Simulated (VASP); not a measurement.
Crystal: CaB.

```
Ca B
1.0
     3.62823    0.00000    0.00000
    -1.81412    3.14214    0.00000
     0.00000    0.00000    3.64424
Ca B
1 1
Cartesian
  1.8141 1.0474 1.8221
  0.0000 2.0948 0.0000
```

```yaml
Program: VASP 6.6.1
Task: relaxation of cell and atoms
Functional: PBE
Potentials_or_basis: VASP PAW PBE potentials, release 64 (Ca_sv, B)
Cutoff: 600 eV
k_mesh: 18 × 18 × 16
Occupations: gaussian, width 0.1 eV
Spin: no spin polarisation
```

At the start: pressure 0.2 GPa; volume 20.77 Å³/atom.

Q: Where does the relaxation end?

A: Over 4 steps the energy falls by 3.0 meV/atom and the volume is 20.92 Å³/atom (+0.7 %); space group P-6m2 (No. 187, to 0.05 Å).

The path:
```tsv
step	energy change (eV)	largest force (eV/Å)	pressure (GPa)	volume (Å³)
1	0.0000	0.0000	0.19	41.55
2	-0.0030	0.0000	0.08	41.69
3	-0.0059	0.0000	-0.14	42.00
4	-0.0059	0.0000	0.04	41.84
```

Final structure:
```
CELL_PARAMETERS angstrom
3.68265 0.00000 0.00000
-1.84132 3.18927 0.00000
0.00000 0.00000 3.56261
ATOMIC_POSITIONS crystal
Ca 0.66667 0.33333 0.50000
B 0.33333 0.66667 0.00000
```
